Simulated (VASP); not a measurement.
A run of VASP 6.6.1:

File INCAR:

```
PREC = Accurate
ENCUT = 600
EDIFF = 1E-6
ISMEAR = 0
SIGMA = 0.01
LREAL = F
LASPH = T
NELM = 80
ALGO = Normal
ISIF = 3
LWAVE = F
LCHARG = F
GGA = RP
IBRION = 2
NSW = 80
EDIFFG = -0.02
```

File KPOINTS:

```
regular mesh
0
Gamma
  6 6 6
```

File POSCAR:

```
GaP
1.0
    0.0000000000      2.7252500000      2.7252500000
    2.7252500000      0.0000000000      2.7252500000
    2.7252500000      2.7252500000      0.0000000000
Ga P
1 1
Direct
    0.0000000000      0.0000000000      0.0000000000
    0.2500000000      0.2500000000      0.2500000000
```

Potentials or basis: VASP PAW PBE potentials, release 64 (Ga_d, P).

Command:

```sh
$ cat potpaw_PBE.64/Ga_d/POTCAR potpaw_PBE.64/P/POTCAR > POTCAR
$ mpirun -np 1 vasp_std > vasp.out
```

Hardware: 1 thread of AMD EPYC 7R13 Processor (Zen 3) (shared host).

How long does it take, and how much memory?

Wall time 24 s on 1 thread of AMD EPYC 7R13 Processor (Zen 3), with other jobs on the host, peak memory 0.15 GiB. Counts: scf iterations 29, k points 16, ion steps 3.
